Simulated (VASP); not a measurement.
# SnSe3 (P6/mmm) in VASP: relaxation of cell and atoms with PBE

Aim: the relaxation of cell and atoms of SnSe3 with PBE.

Everything below comes from runs of VASP 6.6.1. Logs are shortened: lines on timing, memory, paths and dates and some standing lists are left out, and cuts for length are marked.

### Step 1. The cell of the first run

It takes space group P6/mmm (No. 191, hexagonal). Conventional cell: a = 5.128 Å, b = 5.128 Å, c = 5.326 Å, α = 90.00°, β = 90.00°, γ = 120.00°. Within 3.5 Å of Sn (site symmetry 6/mmm) lie 8 Se at 2.66 to 2.96 Å. Se (site symmetry 6/mmm) has 2 Sn at 2.66 Å within 3.5 Å. Se (site symmetry -6m2) has 3 Sn at 2.96 Å and 9 Se at 2.96 to 3.98 Å within 4.0 Å.

### Step 2. Relaxation of cell and atoms, PBE

Contents of INCAR:

```
ALGO = Normal
EDIFF = 1E-7
EDIFFG = -0.01
ENCUT = 500
GGA = PE
GGA_COMPAT = False
IBRION = 2
ISIF = 3
ISMEAR = 0
LASPH = True
LCHARG = False
LREAL = False
LWAVE = False
NELM = 120
NELMIN = 4
NSW = 100
PREC = Accurate
SIGMA = 0.1
```

Contents of KPOINTS:

```
k-points
0
Gamma
  12 12 10
```

Contents of POSCAR:

```
SnSe3
1.0
    5.1275738172      0.0000000000      0.0000000000
   -2.5637869086      4.4406091855      0.0000000000
    0.0000000000      0.0000000000      5.3259814221
Sn Se
1 3
Direct
    0.0000000000      0.0000000000      0.0000000000
    0.0000000000      0.0000000000      0.5000000000
    0.3333333333      0.6666666667      0.0000000000
    0.6666666667      0.3333333333      0.0000000000
```

Potentials or basis: VASP PAW PBE potentials, release 64 (Sn_d, Se).

Command:

```
$ cat potpaw_PBE.64/Sn_d/POTCAR potpaw_PBE.64/Se/POTCAR > POTCAR
$ mpirun -np 1 vasp_std > vasp.out
```

OUTCAR:

```text
EDIFF = 1E-7
   EDIFFG = -0.01
   ENCUT = 500
   GGA = PE
   IBRION = 2
   ISIF = 3
   ISMEAR = 0
   LASPH = True
   LREAL = False
   NELM = 120
   NELMIN = 4
   NSW = 100
   PREC = Accurate

 ion  position               nearest neighbor table
   1  0.000  0.000  0.000-   2 2.66   2 2.66   4 2.96   3 2.96   4 2.96   3 2.96   4 2.96   3 2.96

   2  0.000  0.000  0.500-   1 2.66   1 2.66
   3  0.333  0.667  0.000-   1 2.96   1 2.96   1 2.96
   4  0.667  0.333  0.000-   1 2.96   1 2.96   1 2.96

  LATTYP: Found a hexagonal cell.
 ALAT       =     5.1275738172
 C/A-ratio  =     1.0386942464

  Lattice vectors:

 A1 = (   5.1275738172,   0.0000000000,   0.0000000000)
 A2 = (  -2.5637869086,   4.4406091855,   0.0000000000)
 A3 = (   0.0000000000,   0.0000000000,   5.3259814221)

Analysis of symmetry for initial positions (statically):
=====================================================================
 Subroutine PRICEL returns:
 Original cell was already a primitive cell.

 Routine SETGRP: Setting up the symmetry group for a
 hexagonal supercell.

 Subroutine GETGRP returns: Found 24 space group operations
 (whereof 24 operations were pure point group operations)
 out of a pool of 24 trial point group operations.

The static configuration has the point symmetry D_6h.

Analysis of symmetry for dynamics (positions and initial velocities):
=====================================================================
 Subroutine PRICEL returns:
 Original cell was already a primitive cell.

 Routine SETGRP: Setting up the symmetry group for a
 hexagonal supercell.

 Subroutine GETGRP returns: Found 24 space group operations
 (whereof 24 operations were pure point group operations)
 out of a pool of 24 trial point group operations.

The dynamic configuration has the point symmetry D_6h.

 Subroutine INISYM returns: Found 24 space group operations
 (whereof 24 operations are pure point group operations),
 and found     1 'primitive' translations

----------------------------------------------------------------------------------------

                                     Primitive cell

  volume of cell :     121.2702

[... 152 lines left out ...]
  external PRESSURE =      -2.2540580 kB  Pullay stress =       0.0000000 kB

 VOLUME and BASIS-vectors are now :
 -----------------------------------------------------------------------------
  energy-cutoff  :      500.00
  volume of cell :      121.27
      direct lattice vectors                 reciprocal lattice vectors
     5.127573817  0.000000000  0.000000000     0.195024009  0.112597164  0.000000000
    -2.563786909  4.440609185  0.000000000     0.000000000  0.225194328  0.000000000
     0.000000000  0.000000000  5.325981422     0.000000000  0.000000000  0.187758822

 POSITION                                       TOTAL-FORCE (eV/Angst)
 -----------------------------------------------------------------------------------
      0.00000      0.00000      0.00000         0.000000      0.000000      0.000000
      0.00000      0.00000      2.66299        -0.000000      0.000000      0.000000
     -0.00000      2.96041      0.00000         0.000000      0.000000     -0.000000
      2.56379      1.48020      0.00000        -0.000000      0.000000      0.000000
 -----------------------------------------------------------------------------------
    total drift:                                0.000000     -0.000000      0.000000

  FREE ENERGIE OF THE ION-ELECTRON SYSTEM (eV)
  ---------------------------------------------------
  free  energy   TOTEN  =       -12.8842093402 eV

  energy  without entropy=      -12.8552447100  energy(sigma->0) =      -12.86972703

--------------------------------------- Ionic step        2  -------------------------------------------

 number of electron      31.9999994 magnetization

 Free energy of the ion-electron system (eV)
  ---------------------------------------------------
  ext. energy  EPLUGINS =         0.00000000
  ---------------------------------------------------
  free energy    TOTEN  =       -12.88491210 eV

  energy without entropy =      -12.85603431  energy(sigma->0) =      -12.87047321

 E-fermi :   2.3792     XC(G=0):  -8.6400

 val. band max:        2.3714692037   @ k =   0.3333   0.2500   0.3000
 cond. band min:       2.3798765285   @ k =   0.3333  -0.0000   0.3000
 fundamental gap:      0.0084073248
 Fermi energy:         2.3791813141

 k-point     1 :       0.0000    0.0000    0.0000
  band No.  band energies     occupation
      1     -19.1558      2.00000
      2     -19.1494      2.00000
      3     -19.1494      2.00000
      4     -19.0775      2.00000
      5     -19.0775      2.00000
      6     -11.7083      2.00000
[... 541 lines left out ...]
     19       6.0687      0.00000
     20       7.2200      0.00000

 [... further k-points ...]

------------------------ aborting loop because EDIFF is reached ----------------------------------------

  FORCE on cell =-STRESS in cart. coord.  units (eV):
  Direction    XX          YY          ZZ          XY          YZ          ZX
  --------------------------------------------------------------------------------------
  -------------------------------------------------------------------------------------
  Total        0.0183601      0.0183601      0.0279327     -0.0000000     -0.0000000      0.0000000
  in kB        0.2440717      0.2440717      0.3713255     -0.0000000     -0.0000000      0.0000000
  external PRESSURE =       0.2864897 kB  Pullay stress =       0.0000000 kB

 VOLUME and BASIS-vectors are now :
 -----------------------------------------------------------------------------
  energy-cutoff  :      500.00
  volume of cell :      120.52
      direct lattice vectors                 reciprocal lattice vectors
     5.112150627  0.000000000  0.000000000     0.195612390  0.112936866  0.000000000
    -2.556075313  4.427252311  0.000000000     0.000000000  0.225873732  0.000000000
     0.000000000  0.000000000  5.325143733     0.000000000  0.000000000  0.187788358

 POSITION                                       TOTAL-FORCE (eV/Angst)
 -----------------------------------------------------------------------------------
      0.00000      0.00000      0.00000         0.000000      0.000000      0.000000
      5.11215      0.00000      2.66257        -0.000000      0.000000      0.000000
     -0.00000      2.95150      5.32514         0.000000      0.000000      0.000000
      2.55608      1.47575      0.00000        -0.000000      0.000000      0.000000
 -----------------------------------------------------------------------------------
    total drift:                                0.000000     -0.000000     -0.000000

  FREE ENERGIE OF THE ION-ELECTRON SYSTEM (eV)
  ---------------------------------------------------
  free  energy   TOTEN  =       -12.8849120965 eV

  energy  without entropy=      -12.8560343147  energy(sigma->0) =      -12.87047321

 reached required accuracy - stopping structural energy minimisation
```

OSZICAR:

```text
N       E                     dE             d eps       ncg     rms          rms(c)
DAV:   1     0.258547902418E+03    0.25855E+03   -0.13827E+04  4580   0.158E+03
[... 16 lines left out ...]
DAV:   1    -0.128938730186E+02   -0.96636E-02   -0.22063E-01  5912   0.560E+00    0.519E-01
DAV:   2    -0.128875551556E+02    0.63179E-02   -0.19626E-02  5736   0.163E+00    0.276E-01
DAV:   3    -0.128857460868E+02    0.18091E-02   -0.46634E-03  5796   0.572E-01    0.146E-01
DAV:   4    -0.128849254314E+02    0.82066E-03   -0.24979E-03  5920   0.547E-01    0.429E-02
DAV:   5    -0.128849164836E+02    0.89477E-05   -0.18671E-04  5052   0.107E-01    0.235E-02
DAV:   6    -0.128849119343E+02    0.45493E-05   -0.14901E-05  6332   0.331E-02    0.716E-03
DAV:   7    -0.128849121510E+02   -0.21668E-06   -0.19920E-06  5660   0.121E-02    0.218E-03
DAV:   8    -0.128849120965E+02    0.54530E-07   -0.27869E-07  4296   0.445E-03
   2 F= -.12884912E+02 E0= -.12870473E+02  d E =-.702756E-03
```

It took 8.2 min on 1 thread of Intel Xeon Platinum 8259CL at 2.50GHz (Skylake/Cascade Lake), shared host; peak memory 0.43 GiB.

Results:

| Property | Result |
| --- | --- |
| Free energy | -12.8849 eV |
| Relaxed volume | 30.13 Å³/atom |
| Relaxed cell | a = 5.112 Å, b = 5.112 Å, c = 5.325 Å, α = 90.00°, β = 90.00°, γ = 120.00° |
| Space group after relaxing (to 0.1 Å) | P6/mmm (No. 191) |
| Energy gained by relaxing | 0.2 meV/atom |
| Ionic steps | 2 |
| Pressure after relaxing | 0.0 GPa |
| Band gap on the k mesh | zero (bands 16 and 17 overlap by 0.81 eV) |

Step by step:
```
step  energy change (eV)  largest force (eV/Å)  pressure (GPa)  volume (Å³)
   1              0.0000                0.0000           -0.23       121.27
   2             -0.0007                0.0000            0.03       120.52
```

Final structure:
```cif
data_structure
_symmetry_space_group_name_H-M 'P 1'
_symmetry_Int_Tables_number 1
_cell_length_a 5.1122
_cell_length_b 5.1122
_cell_length_c 5.3251
_cell_angle_alpha 90.000
_cell_angle_beta 90.000
_cell_angle_gamma 120.000
_cell_volume 120.52
loop_
_atom_site_label
_atom_site_type_symbol
_atom_site_fract_x
_atom_site_fract_y
_atom_site_fract_z
_atom_site_occupancy
Sn1 Sn 0.00000 0.00000 0.00000 1
Se1 Se 0.00000 0.00000 0.50000 1
Se2 Se 0.33333 0.66667 0.00000 1
Se3 Se 0.66667 0.33333 0.00000 1
```

Levels at points of the mesh, in eV from the Fermi level:
```csv
k point,band 13,band 14,band 15,band 16,band 17,band 18,band 19,band 20
"(0.00, 0.00, 0.00)",-2.98,-2.98,-1.22,0.11,0.11,0.27,4.97,6.57
"(0.50, 0.00, 0.00)",-1.55,-0.62,-0.50,-0.20,-0.08,0.80,4.08,4.40
"(0.00, 0.00, 0.50)",-2.62,-2.54,-0.60,-0.60,0.12,1.40,3.64,6.00
"(0.50, 0.00, 0.50)",-1.06,-0.77,-0.76,0.31,0.82,2.22,2.87,3.48
```

Caveat: spin-orbit coupling is left out, which moves the levels of the heavy elements.
